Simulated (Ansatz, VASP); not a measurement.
**LuH2: VASP beside Ansatz**

Contents of INCAR:

```
SYSTEM = LuH2
  ALGO = Normal
  EDIFF = 1E-6
  ENCUT = 520
  GGA = CA
  ISIF = 2
  ISMEAR = -1
  LASPH = .TRUE.
  LCHARG = .FALSE.
  LREAL = .FALSE.
  LWAVE = .FALSE.
  NBANDS = 20
  NELM = 80
  PREC = Accurate
  SIGMA = 0.02
```

KPOINTS

```
k-points
0
G
  8 8 8
  0 0 0
```

Contents of POSCAR:

```
LuH2
1.0
    0.0000000000      2.5165000000      2.5416650000
    2.5165000000      0.0000000000      2.5416650000
    2.5165000000      2.5165000000      0.0000000000
Lu H
1 2
Direct
    0.0000000000      0.0000000000      0.0000000000
    0.2500000000      0.2500000000      0.2500000000
    0.7500000000      0.7500000000      0.7500000000
```

Input for Ansatz:

```yaml
crystal:
  lattice:
    - [0.0, 2.5165, 2.541665]
    - [2.5165, 0.0, 2.541665]
    - [2.5165, 2.5165, 0.0]
  atoms:
    - { symbol: Lu, position: [0.0, 0.0, 0.0] }
    - { symbol: H, position: [0.25, 0.25, 0.25] }
    - { symbol: H, position: [0.75, 0.75, 0.75] }
kpoints:
  mp_grid: { grid: [8, 8, 8] }
  band_path:
    path:
      - [0.0, 0.0, 0.0]
      - [0.0, 0.5, 0.5]
      - [0.25, 0.75, 0.5]
      - [0.0, 0.5, 0.0]
      - [0.0, 0.0, 0.0]
      - [0.5, 0.5, 0.0]
      - [0.3725370062, 0.6274629938, 0.0]
      - [-0.3725370062, 0.3725370062, 0.0]
      - [0.0, 0.0, 0.0]
    npoints: 5
scf:
  occupations: { method: fermi_dirac, width: 0.02 }
hamiltonian:
  xc: lda
  pseudopotentials: { kind: all_electron, lapw: { basis_error: 0.001 } }
output:
  forces: true
  stress: true
  eigenvalues: true
```

Change from the starting cell: zz strain of +1 %.

Alike in both runs: task single point; functional LDA; k mesh 8 × 8 × 8; occupations fermi-dirac, width 0.02 eV; no spin polarisation.

```csv
,VASP,Ansatz
version,VASP 6.6.1,Ansatz 0.2.0
potentials or method,"VASP PAW PBE potentials, release 64 (Lu, H), cutoff 520 eV","all-electron LAPW, scalar-relativistic"
```

```csv
,VASP,Ansatz,Ansatz less VASP
pressure (GPa),-7.0,-7.5,-0.48
"traceless stress, the component that is largest in VASP (GPa)",0.13,0.13,+0.004
```

VASP's potentials were made for PBE, not for LDA. LDA's correlation is that of Perdew and Zunger in VASP and of Perdew and Wang (1992) in Ansatz. Ansatz ran all-electron here, and VASP with PAW potentials.

Spin-orbit coupling is off throughout.
